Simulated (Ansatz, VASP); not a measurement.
## Two plane-wave programs on WS2

```
W S
1.0
     1.57900    0.91164    6.16333
    -1.57900    0.91164    6.16333
     0.00000   -1.82327    6.16333
W S
1 2
Direct
  0.98378 0.98378 0.98378
  0.75030 0.75030 0.75030
  0.58100 0.58100 0.58100
```

Alike in both runs: task single point; functional PBEsol; dispersion D3(BJ); k mesh 12 × 12 × 12; occupations gaussian, width 0.05 eV; no spin polarisation.

|  | VASP | Ansatz |
| --- | --- | --- |
| version | VASP 6.6.1 | Ansatz 0.2.0 |
| potentials or method | VASP PAW PBE potentials, release 64 (W_sv, S), cutoff 520 eV | scalar-relativistic, plane waves, PAW |
| valence electrons in the cell | 26 | 26 |

```csv
,VASP,Ansatz,Ansatz less VASP
gap on the k mesh at the Fermi level (eV),none,none,-
pressure (GPa),3.4,3.3,-0.13
"traceless stress, the component that is largest in VASP (GPa)",-2.93,-2.98,-0.052
rms of the force components (eV/Å),3.498,3.476,-0.0218
```

VASP's potentials were made for PBE, not for PBEsol. Atom by atom the forces differ by 0.024 eV/Å (rms over components). A gap of «none» marks a metal or a gap that the smearing closes.

Neither program's run includes spin-orbit coupling.
